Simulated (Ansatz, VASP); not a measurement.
## InP: VASP beside Ansatz

File INCAR:

```
SYSTEM = InP
  PREC = Accurate
  ENCUT = 520
  EDIFF = 1E-7
  ISMEAR = -1
  SIGMA = 0.03
  LREAL = .FALSE.
  LASPH = .TRUE.
  NELM = 100
  ALGO = Normal
  ISIF = 2
  LWAVE = .FALSE.
  LCHARG = .FALSE.
  GGA = PE
  NBANDS = 16
```

The input KPOINTS:

```
Automatic mesh
0
G
  11 11 11
  0 0 0
```

The input POSCAR:

```
InP
1.0
    0.0000000000      2.8550000000      2.8264500000
    2.8550000000      0.0000000000      2.8264500000
    2.8550000000      2.8550000000      0.0000000000
In P
1 1
Direct
    0.0000000000      0.0000000000      0.0000000000
    0.5000000000      0.5000000000      0.5000000000
```

Input for Ansatz:

```yaml
crystal:
  lattice:
    - [0.0, 2.855, 2.82645]
    - [2.855, 0.0, 2.82645]
    - [2.855, 2.855, 0.0]
  atoms:
    - { symbol: In, position: [0.0, 0.0, 0.0] }
    - { symbol: P, position: [0.5, 0.5, 0.5] }
kpoints:
  mp_grid: { grid: [11, 11, 11] }
  band_path:
    path:
      - [0.0, 0.0, 0.0]
      - [0.0, 0.5, 0.5]
      - [0.25, 0.75, 0.5]
      - [0.0, 0.5, 0.0]
      - [0.0, 0.0, 0.0]
      - [0.5, 0.5, 0.0]
      - [0.3775380063, 0.6224619937, 0.0]
      - [-0.3775380063, 0.3775380063, 0.0]
      - [0.0, 0.0, 0.0]
    npoints: 5
scf:
  occupations: { method: fermi_dirac, width: 0.03 }
hamiltonian:
  xc: pbe
  pseudopotentials: { kind: all_electron, lapw: { basis_error: 0.00025 } }
output:
  forces: true
  stress: true
  eigenvalues: true
```

Change from the starting cell: zz strain of -1 %.

Alike in both runs: task single point; functional PBE; k mesh 11 × 11 × 11; occupations fermi-dirac, width 0.03 eV; no spin polarisation.

|  | VASP | Ansatz |
| --- | --- | --- |
| version | VASP 6.6.1 | Ansatz 0.2.0 |
| potentials or method | VASP PAW PBE potentials, release 64 (In_d, P), cutoff 520 eV | all-electron LAPW, scalar-relativistic |

```csv
,VASP,Ansatz,Ansatz less VASP
pressure (GPa),-4.9,-4.9,+0.03
"traceless stress, the component that is largest in VASP (GPa)",0.58,0.58,+0.003
```

Ansatz ran all-electron here, and VASP with PAW potentials.
